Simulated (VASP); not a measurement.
# YHg in VASP: single point with RPBE

Aim: the single point of YHg with RPBE.

Program: VASP 6.6.1. These are calculated values, not measurements. Logs are shortened: lines on timing, memory, paths and dates and some standing lists are left out, and cuts for length are marked.

### Step 1. The cell of the first run

The cell holds a disordered packing, 16 atoms: a = 7.821 Å, b = 6.724 Å, c = 8.106 Å, α = 103.46°, β = 102.75°, γ = 90.85°.

### Step 2. Single point, RPBE

Input file INCAR:

```
SYSTEM = YHg
ALGO     = Normal         ! electronic algorithm
EDIFF    = 1E-7           ! SCF threshold, eV
ENCUT    = 520            ! plane-wave cutoff, eV
GGA      = RP             ! functional
ISIF     = 2              ! what is computed and relaxed
ISMEAR   = 1              ! smearing method
LASPH    = .TRUE.         ! aspherical terms in the spheres
LCHARG   = .TRUE.         ! write CHGCAR
LELF     = .TRUE.         ! ELF
LREAL    = Auto         
LVHAR    = .TRUE.       
LWAVE    = .FALSE.        ! write WAVECAR
NBANDS   = 106            ! bands
NELM     = 100            ! most SCF steps
PREC     = Accurate       ! precision mode
SIGMA    = 0.2106         ! smearing width, eV
```

Input file KPOINTS:

```
Automatic mesh
0
Gamma
  3 3 3
  0 0 0.5
```

Input file POSCAR:

```
YHg
1.0
    7.7840660000      0.2266440000     -0.7288850000
   -0.3928980000      6.6275250000     -1.0625230000
   -1.0273230000     -0.6910310000      8.0103840000
Y Hg
8 8
Direct
    0.6225590000      0.6497760000      0.0199140000
    0.6694400000      0.4705250000      0.3558330000
    0.4911810000      0.7941530000      0.6609850000
    0.1872540000      0.1845560000      0.8003350000
    0.1152120000      0.5262740000      0.4933930000
    0.4672570000      0.2434910000      0.5729110000
    0.2228010000      0.7504730000      0.9080910000
    0.8589780000      0.4671780000      0.7505250000
    0.9178680000      0.2171650000      0.1959060000
    0.8619950000      0.9209050000      0.7120090000
    0.1783990000      0.9286260000      0.4292770000
    0.6797360000      0.2108390000      0.9170770000
    0.9751600000      0.8361840000      0.1227870000
    0.4591630000      0.8312250000      0.3058130000
    0.8249700000      0.8791120000      0.3802690000
    0.4253730000      0.1220530000      0.1435800000
```

Potentials or basis: VASP PAW PBE potentials, release 64 (Y_sv, Hg).

The run is started by

```bash
$ cat potpaw_PBE.64/Y_sv/POTCAR potpaw_PBE.64/Hg/POTCAR > POTCAR
$ mpirun -np 1 vasp_std > vasp.out
```

OUTCAR:

```text
SYSTEM = YHg
   EDIFF = 1E-7
   ENCUT = 520
   GGA = RP
   ISIF = 2
   ISMEAR = 1
   LASPH = .TRUE.
   LREAL = Auto
   NELM = 100
   PREC = Accurate

 ion  position               nearest neighbor table
   1  0.623  0.650  0.020-  13 2.88  14 2.92  12 2.94  15 3.03   2 3.18   7 3.19   8 3.21   3 3.24
                            16 3.58   6 3.93   9 4.06  12 4.09   4 4.35
   2  0.669  0.471  0.356-   9 2.92  15 2.93  16 2.94  14 3.01   1 3.18   6 3.21   8 3.22   5 3.40
                             3 3.45  12 3.60  10 3.69
   3  0.491  0.794  0.661-  14 2.90  10 2.92  11 3.03  12 3.19   1 3.24   7 3.26   6 3.26   5 3.27
                             2 3.45   6 3.60   8 3.69   4 3.72  15 3.94
   4  0.187  0.185  0.800-  10 2.93  11 3.08  16 3.11   8 3.23   6 3.23   7 3.23   7 3.69   3 3.72
                             5 3.72  12 3.75  15 4.02   1 4.35
   5  0.115  0.526  0.493-   9 2.91  11 2.93   7 3.26   3 3.27   8 3.27   6 3.40   2 3.40  15 3.45
                            10 3.69   4 3.72  11 3.98  13 4.01  14 4.10
   6  0.467  0.243  0.573-  11 2.91  12 2.97  14 3.08   2 3.21   4 3.23   8 3.26   3 3.26  16 3.32
                             5 3.40   3 3.60  10 3.91   1 3.93  15 4.08
   7  0.223  0.750  0.908-  13 2.86  16 2.95   1 3.19   8 3.23   4 3.23   3 3.26  14 3.26   5 3.26
                            10 3.28   4 3.69
   8  0.859  0.467  0.751-  12 2.93  10 3.14   1 3.21   2 3.22   4 3.23   7 3.23   6 3.26   5 3.27
                            13 3.36  10 3.61   3 3.69
   9  0.918  0.217  0.196-  13 2.56  12 2.58   5 2.91   2 2.92  15 3.15  11 3.41  16 3.81   1 4.06

  10  0.862  0.921  0.712-  15 2.59  12 2.87   3 2.92   4 2.93   8 3.14   7 3.28  13 3.43   8 3.61
                             5 3.69   2 3.69  11 3.73   6 3.91
  11  0.178  0.929  0.429-  13 2.57  14 2.64  15 2.71   6 2.91   5 2.93   3 3.03   4 3.08   9 3.41
                            10 3.73  16 3.75   5 3.98
  12  0.680  0.211  0.917-   9 2.58  10 2.87   8 2.93   1 2.94   6 2.97  16 3.13   3 3.19   2 3.60
                             4 3.75  13 3.86   1 4.09
  13  0.975  0.836  0.123-   9 2.56  11 2.57  15 2.58   7 2.86   1 2.88   8 3.36  10 3.43  14 3.75
                            12 3.86   5 4.01
  14  0.459  0.831  0.306-  16 2.58  11 2.64  15 2.79   3 2.90   1 2.92   2 3.01   6 3.08   7 3.26
                            13 3.75   5 4.10
  15  0.825  0.879  0.380-  13 2.58  10 2.59  11 2.71  14 2.79   2 2.93   1 3.03   9 3.15   5 3.45
                             3 3.94   4 4.02   6 4.08
  16  0.425  0.122  0.144-  14 2.58   2 2.94   7 2.95   4 3.11  12 3.13   6 3.32   1 3.58  11 3.75
                             9 3.81

  LATTYP: Found a triclinic cell.
 ALAT       =     9.2483382927
 B/A-ratio  =     0.7270112202
 C/A-ratio  =     0.8457088656
 COS(alpha) =     0.0148663792
 COS(beta)  =     0.2042416715
 COS(gamma) =     0.5229763373

  Lattice vectors:

 A1 = (  -1.4202210000,   5.9364940000,   6.9478610000)
 A2 = (  -0.3928980000,   6.6275250000,  -1.0625230000)
 A3 = (  -7.7840660000,  -0.2266440000,   0.7288850000)

Analysis of symmetry for initial positions (statically):
=====================================================================
 Subroutine PRICEL returns:
 Original cell was already a primitive cell.

 Routine SETGRP: Setting up the symmetry group for a
 triclinic supercell.

 Subroutine GETGRP returns: Found  1 space group operations
 (whereof  1 operations were pure point group operations)
 out of a pool of  2 trial point group operations.

The static configuration has the point symmetry C_1 .

Analysis of symmetry for dynamics (positions and initial velocities):
=====================================================================
 Subroutine PRICEL returns:
 Original cell was already a primitive cell.

 Routine SETGRP: Setting up the symmetry group for a
 triclinic supercell.

 Subroutine GETGRP returns: Found  1 space group operations
 (whereof  1 operations were pure point group operations)
 out of a pool of  2 trial point group operations.

The dynamic configuration has the point symmetry C_1 .

 Subroutine INISYM returns: Found  1 space group operations
 (whereof  1 operations are pure point group operations),
 and found     1 'primitive' translations

----------------------------------------------------------------------------------------

                                     Primitive cell

  volume of cell :     403.3332

  direct lattice vectors                    reciprocal lattice vectors
     7.784066000  0.226644000 -0.728885000     0.129805290  0.010509470  0.017554006
    -0.392898000  6.627525000 -1.062523000    -0.003252456  0.152738620  0.012759163
    -1.027323000 -0.691031000  8.010384000     0.011379894  0.021216023  0.128127660

  length of vectors
     7.821401686  6.723645707  8.105502342     0.131407783  0.153305123  0.130369931

[... 59 lines left out ...]
 ===========================================

 Found     14 irreducible k-points:

 Following reciprocal coordinates:
            Coordinates               Weight
  0.000000  0.000000  0.166667      2.000000
  0.333333  0.000000  0.166667      2.000000
 -0.333333  0.000000  0.166667      2.000000
  0.000000  0.333333  0.166667      2.000000
  0.333333  0.333333  0.166667      2.000000
 -0.333333  0.333333  0.166667      2.000000
  0.000000 -0.333333  0.166667      2.000000
  0.333333 -0.333333  0.166667      2.000000
 -0.333333 -0.333333  0.166667      2.000000
  0.000000 -0.000000  0.500000      1.000000
  0.333333  0.000000  0.500000      2.000000
  0.000000  0.333333  0.500000      2.000000
  0.333333  0.333333  0.500000      2.000000
 -0.333333  0.333333  0.500000      2.000000
   k-points           NKPTS =     14   k-points in BZ     NKDIM =     14   number of bands    NBANDS=    106
   number of dos      NEDOS =    301   number of ions     NIONS =     16
   total plane-waves  NPLWV = 180000
   dimension x,y,z NGX =    60 NGY =   50 NGZ =   60
   dimension x,y,z NGXF=   120 NGYF=  100 NGZF=  120
   ions per type =               8   8
   NGX,Y,Z   is equivalent  to a cutoff of  12.75, 12.36, 12.31 a.u.
   NGXF,Y,Z  is equivalent  to a cutoff of  25.51, 24.73, 24.61 a.u.
 SYSTEM =  YHg
   PREC   = accura    normal or accurate (medium, high low for compatibility)
   ISTART =      0    job   : 0-new  1-cont  2-samecut
   ICHARG =      2    charge: 1-file 2-atom 10-const
   ISPIN  =      1    spin polarized calculation?
   LNONCOLLINEAR =      F non collinear calculations
   LSORBIT =      F    spin-orbit coupling
   LASPH  =      T    aspherical Exc in radial PAW
   ENCUT  =  520.0 eV  38.22 Ry    6.18 a.u.  14.54 12.50 15.07*2*pi/ulx,y,z
   NELM   =    100;   NELMIN=  2; NELMDL= -5     # of ELM steps
   EDIFF  = 0.1E-06   stopping-criterion for ELM
   LREAL  =      T    real-space projection
   EDIFFG = 0.1E-05   stopping-criterion for IOM
   NSW    =      0    number of steps for IOM
   IBRION =     -1    ionic relax: 0-MD 1-quasi-New 2-CG
   NFREE  =      0    steps in history (QN), initial steepest desc. (CG)
   ISIF   =      2    stress and relaxation
   ISYM   =      2    0-nonsym 1-usesym 2-fastsym
   POTIM  = 0.5000    time-step for ionic-motion
   TEBEG  =    0.0;   TEEND  =   0.0 temperature during run
   PSTRESS=    0.0 pullay stress
   NELECT =     184.0000    total number of electrons
   NUPDOWN=      -1.0000    fix difference up-down
   EMIN   =  10.00;   EMAX   =-10.00  energy-range for DOS
   EFERMI =   0.00;   METHOD = LEGACY
   ISMEAR =     1;   SIGMA  =   0.21  broadening in eV -4-tet -1-fermi 0-gaus
   EFERMI_NEDOS =   21; number of points for ismear=-14 and -15
   IALGO  =     38    algorithm
   IMIX   =      4    mixing-type and parameters
     AMIX     =   0.40;   BMIX     =  1.00
     AMIX_MAG =   1.60;   BMIX_MAG =  1.00
  volume/ion in A,a.u.               =      25.21       170.11
  Fermi-wavevector in a.u.,A,eV,Ry     =   1.260258  2.381542 21.609454  1.588250
  Thomas-Fermi vector in A             =   2.393777
   LORBIT       =      0    0 simple, 1 ext, 2 COOP (PROOUT), +10 PAW based schemes
   GGA     = RP    functional components
   LHFCALC =     F    Hartree Fock is set to
   AEXX    =    0.0000 exact exchange contribution
   IVDW    =     0    specifies the selected vdW correction
   LEPSILON=     F    determine dielectric tensor
   LRPA    =     F    only Hartree local field effects (RPA)
 non-spin polarized calculation
 Methfessel and Paxton  Order N= 1 SIGMA  =   0.21
  energy-cutoff  :      520.00
  volume of cell :      403.33
 maximum number of plane-waves:     10877
 NGX is ok and might be reduce to    60
   NGX = 29   NGY = 25   NGZ = 31

 number of electron     184.0000002 magnetization

 Free energy of the ion-electron system (eV)
  ---------------------------------------------------
  ext. energy  EPLUGINS =         0.00000000
  ---------------------------------------------------
  free energy    TOTEN  =       -40.85551719 eV

  energy without entropy =      -40.85244346  energy(sigma->0) =      -40.85449261

 E-fermi :   3.9693     XC(G=0): -10.3245

 val. band max:        3.9605257866   @ k =   0.3333   0.3333   0.5000
 cond. band min:       3.9874949837   @ k =  -0.3333  -0.3333   0.1667
 fundamental gap:      0.0269691971
 Fermi energy:         3.9693219481

 k-point     1 :       0.0000    0.0000    0.1667
  band No.  band energies     occupation
      1     -38.9815      2.00000
      2     -38.9123      2.00000
      3     -38.8064      2.00000
      4     -38.6800      2.00000
      5     -38.6501      2.00000
      6     -38.6354      2.00000
[... 1487 lines left out ...]
    103       5.3563     -0.00000
    104       5.4768     -0.00000
 [bands above 104 left out]

------------------------ aborting loop because EDIFF is reached ----------------------------------------

  FORCE on cell =-STRESS in cart. coord.  units (eV):
  Direction    XX          YY          ZZ          XY          YZ          ZX
  --------------------------------------------------------------------------------------
  -------------------------------------------------------------------------------------
  Total       46.5396136     32.6591302     47.8038304      3.7680512     -2.6949609      0.3907013
  in kB      184.8712491    129.7332259    189.8931504     14.9679868    -10.7053055      1.5519991
  external PRESSURE =     168.1658751 kB  Pullay stress =       0.0000000 kB

 VOLUME and BASIS-vectors are now :
 -----------------------------------------------------------------------------
  energy-cutoff  :      520.00
  volume of cell :      403.33
      direct lattice vectors                 reciprocal lattice vectors
     7.784066000  0.226644000 -0.728885000     0.129805290  0.010509470  0.017554006
    -0.392898000  6.627525000 -1.062523000    -0.003252456  0.152738620  0.012759163
    -1.027323000 -0.691031000  8.010384000     0.011379894  0.021216023  0.128127660

 POSITION                                       TOTAL-FORCE (eV/Angst)
 -----------------------------------------------------------------------------------
      4.57029      4.43374     -0.98466        -0.269355     -0.143315     -0.654833
      4.66054      3.02425      1.86247        -0.520396     -0.443191      0.042222
      2.83232      4.91783      4.09292        -0.023197     -0.337060      0.715642
      0.56288      0.71253      6.07841         0.719994      0.818862      0.332624
      0.18317      3.17306      3.30911         0.227635     -0.556354     -0.186553
      2.95293      1.32374      3.98995         0.454086      1.015504     -0.110440
[... 8 lines left out ...]
      5.68556      5.75053      1.51072        -1.583665      0.868713      0.620300
      3.11567      0.80610      0.71040        -0.258055      1.879411     -1.361954
 -----------------------------------------------------------------------------------
    total drift:                               -0.002695      0.002635      0.000260

  FREE ENERGIE OF THE ION-ELECTRON SYSTEM (eV)
  ---------------------------------------------------
  free  energy   TOTEN  =       -40.8555171858 eV

  energy  without entropy=      -40.8524434581  energy(sigma->0) =      -40.85449261
```

It took 21 min on 1 thread of Intel Xeon Platinum 8259CL at 2.50GHz (Skylake/Cascade Lake), shared host; peak memory 0.66 GiB.

What came out:

```yaml
Free_energy: -40.8555 eV
Pressure: 16.8 GPa
Largest_force: 4.954 eV/Å
Band_gap_on_the_k_mesh: zero (bands 92 and 93 overlap by 0.07 eV)
```

Forces on the atoms (eV/Å):
```
Y   -0.269 -0.143 -0.655
Y   -0.520 -0.443  0.042
Y   -0.023 -0.337  0.716
Y    0.720  0.819  0.333
Y    0.228 -0.556 -0.187
Y    0.454  1.016 -0.110
Y   -0.239 -0.832  0.082
Y   -0.040  0.041  0.131
Hg   1.079  1.928  1.083
Hg   0.559 -0.467  1.855
Hg   0.329  1.567  2.282
Hg  -1.759 -0.415 -0.742
Hg   1.075 -2.741 -3.983
Hg   0.250 -2.183 -0.104
Hg  -1.584  0.869  0.620
Hg  -0.258  1.879 -1.362
```

Stress tensor (GPa, compression positive):
```
18.49  1.50  0.16
 1.50 12.97 -1.07
 0.16 -1.07 18.99
```

Caveat: the PAW data sets were made with another functional, which shifts forces and pressure a little; spin-orbit coupling is left out, which moves the levels of the heavy elements.

The gap in the log of VASP goes by the Fermi energy; the results here count the filled bands.